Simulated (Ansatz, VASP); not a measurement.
# InGa3P4 in VASP and in Ansatz

POSCAR

```
InGa3P4
1.0
    5.5102353754      0.0000000000      0.0000000000
    0.0000000000      5.5102353754      0.0000000000
    0.0000000000      0.0000000000      5.5102353754
Ga P In
3 4 1
Direct
    0.5000000000      0.0000000000      0.0000000000
    0.0000000000      0.5000000000      0.0000000000
    0.0000000000      0.0000000000      0.5000000000
    0.7602244756      0.2397755244      0.2397755244
    0.2397755244      0.7602244756      0.2397755244
    0.2397755244      0.2397755244      0.7602244756
    0.7602244756      0.7602244756      0.7602244756
    0.5000000000      0.5000000000      0.5000000000
```

INCAR.step1

```
PREC     = Accurate       # precision mode
ENCUT    = 520            # plane-wave cutoff, eV
ISMEAR   = 0              # smearing method
SIGMA    = 0.01           # smearing width, eV
LREAL    = False          # projectors in reciprocal space
LASPH    = True           # aspherical terms in the spheres
NELM     = 80             # most SCF steps
NBANDS   = 46             # bands
GGA      = PE             # functional
ALGO     = Normal         # electronic algorithm
EDIFF    = 1E-4           # SCF threshold, eV
LWAVE    = True           # write WAVECAR
LCHARG   = False          # write CHGCAR
```

The input INCAR.step2:

```
PREC     = Accurate       # precision mode
ENCUT    = 520            # plane-wave cutoff, eV
EDIFF    = 1E-7           # SCF threshold, eV
ISMEAR   = 0              # smearing method
SIGMA    = 0.01           # smearing width, eV
LREAL    = False          # projectors in reciprocal space
LASPH    = True           # aspherical terms in the spheres
NELM     = 80             # most SCF steps
ALGO     = Normal         # electronic algorithm
ISIF     = 2              # what is computed and relaxed
LWAVE    = False          # write WAVECAR
LCHARG   = False          # write CHGCAR
METAGGA  = R2SCAN         # meta-GGA
LMIXTAU  = True         
NBANDS   = 46             # bands
ISTART   = 1
```

KPOINTS

```
regular mesh
0
Gamma
  4 4 4
```

Input for Ansatz:

```yaml
crystal:
  lattice:
    - [5.5102353754, 0.0, 0.0]
    - [0.0, 5.5102353754, 0.0]
    - [0.0, 0.0, 5.5102353754]
  atoms:
    - { symbol: Ga, position: [0.5, 0.0, 0.0] }
    - { symbol: P, position: [0.7602244756, 0.2397755244, 0.2397755244] }
    - { symbol: Ga, position: [0.0, 0.5, 0.0] }
    - { symbol: P, position: [0.2397755244, 0.7602244756, 0.2397755244] }
    - { symbol: Ga, position: [0.0, 0.0, 0.5] }
    - { symbol: P, position: [0.2397755244, 0.2397755244, 0.7602244756] }
    - { symbol: In, position: [0.5, 0.5, 0.5] }
    - { symbol: P, position: [0.7602244756, 0.7602244756, 0.7602244756] }
kpoints:
  mp_grid: { grid: [4, 4, 4] }
hamiltonian:
  xc: r2scan
scf:
  occupations: { method: fixed }
  n_extra_bands: 6
output:
  forces: true
  stress: true
  eigenvalues: true
```

Alike in both runs: task single point; functional r2SCAN; k mesh 4 × 4 × 4; no spin polarisation.

```csv
,VASP,Ansatz
version,VASP 6.6.1,Ansatz 0.2.0
potentials or method,"VASP PAW PBE potentials, release 64 (Ga_d, P, In_d)","plane waves, PAW"
plane-wave cutoff (eV),520,500
occupations,"gaussian, width 0.01 eV",fixed
valence electrons in the cell,72,72
```

Ansatz gave:

```
gap on the k mesh at the Fermi level (eV) : 1.71
pressure (GPa)                            : 2.7
rms of the force components (eV/Å)        : 0.014
```

Question: Which values does VASP return?

Answer: gap on the k mesh at the Fermi level (eV): 1.70; pressure (GPa): 2.6; rms of the force components (eV/Å): 0.009.

VASP's potentials were made for PBE, not for r2SCAN.
